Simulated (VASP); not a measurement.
Set up this calculation in VASP 6.6.1, as the native input.

- Task: electric field gradients
- Functional: LDA
- Potentials or basis: VASP PAW LDA potentials, release 64 (Bi_d, Te)
- Cutoff: 520 eV
- k mesh: 10 × 10 × 10
- Occupations: fermi-dirac, width 0.08 eV
- Spin: no spin polarisation
- Dipole correction: no
- Further INCAR settings: ALGO = Normal; EDIFF = 1e-08; NBANDS = 18

The structure of BiTe lies in POSCAR:

```
BiTe
1.0
   -0.0647000000      3.2026500000      3.2026500000
    3.2026500000     -0.0647000000      3.2026500000
    3.2026500000      3.2026500000     -0.0647000000
Bi Te
1 1
Direct
    0.0000000000      0.0000000000      0.0000000000
    0.5000000000      0.5000000000      0.5000000000
```

This cell differs from its parent crystal: equal xy, yz and zx shear strains of -2 %.

The input as run:

INCAR

```
SYSTEM = BiTe
PREC = Accurate
ENCUT = 520
EDIFF = 1E-8
ISMEAR = -1
SIGMA = 0.08
LREAL = .FALSE.
LASPH = .TRUE.
NELM = 100
ALGO = Normal
ISIF = 2
LWAVE = .FALSE.
LCHARG = .FALSE.
LEFG = .TRUE.
NBANDS = 18
```

KPOINTS

```
regular mesh
0
G
  10 10 10
  0 0 0
```

Potentials or basis: VASP PAW LDA potentials, release 64 (Bi_d, Te).

Run with:

```console
$ cat potpaw_LDA.64/Bi_d/POTCAR potpaw_LDA.64/Te/POTCAR > POTCAR
$ mpirun -np 1 vasp_std > vasp.out
```

It gave:

```yaml
Pressure: -2.8 GPa
```

Caveat: the cell differs from its parent crystal (equal xy, yz and zx shear strains of -2 %); without QUAD_EFG the Cq values of the log hold for a quadrupole moment of 1 mb, not for the nuclei.

Run time: 84 s on 1 thread of AMD EPYC 9R45 96-Core Processor (Zen 5), on a shared host, peak memory 0.24 GiB.
